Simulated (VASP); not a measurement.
A run of VASP 6.6.1:

The input INCAR:

```
SYSTEM = BeGa3
PREC = Accurate
ENCUT = 520
EDIFF = 1E-7
ISMEAR = -1
SIGMA = 0.1
LREAL = .FALSE.
LASPH = .TRUE.
NELM = 120
ALGO = Normal
ISIF = 2
LWAVE = .FALSE.
LCHARG = .FALSE.
IBRION = 2
NSW = 50
EDIFFG = -0.004
GGA_COMPAT = .FALSE.
NELMIN = 4
```

Contents of KPOINTS:

```
Automatic mesh
0
G
  1 1 1
  0 0 0
```

POSCAR

```
BeGa3
1.0
   -2.0436200000      2.0436200000      3.7906850000
    2.0436200000     -2.0436200000      3.7906850000
    2.0436200000      2.0436200000     -3.7906850000
Be Ga
1 3
Direct
    0.0000000000      0.0000000000      0.0000000000
    0.7500000000      0.2500000000      0.5000000000
    0.2500000000      0.7500000000      0.5000000000
    0.5000000000      0.5000000000      0.0000000000
```

Potentials or basis: VASP PAW LDA potentials, release 64 (Be, Ga_d).

Run with:

```sh
$ cat potpaw_LDA.64/Be/POTCAR potpaw_LDA.64/Ga_d/POTCAR > POTCAR
$ mpirun -np 1 vasp_gam > vasp.out
```

Hardware: 1 thread of AMD EPYC 7R13, on a shared host.

Estimate the wall time of this run.

Run time: 10 s on 1 thread of AMD EPYC 7R13 (shared host), peak memory 0.16 GiB. Counts: scf iterations 15, k points 1, ion steps 1.
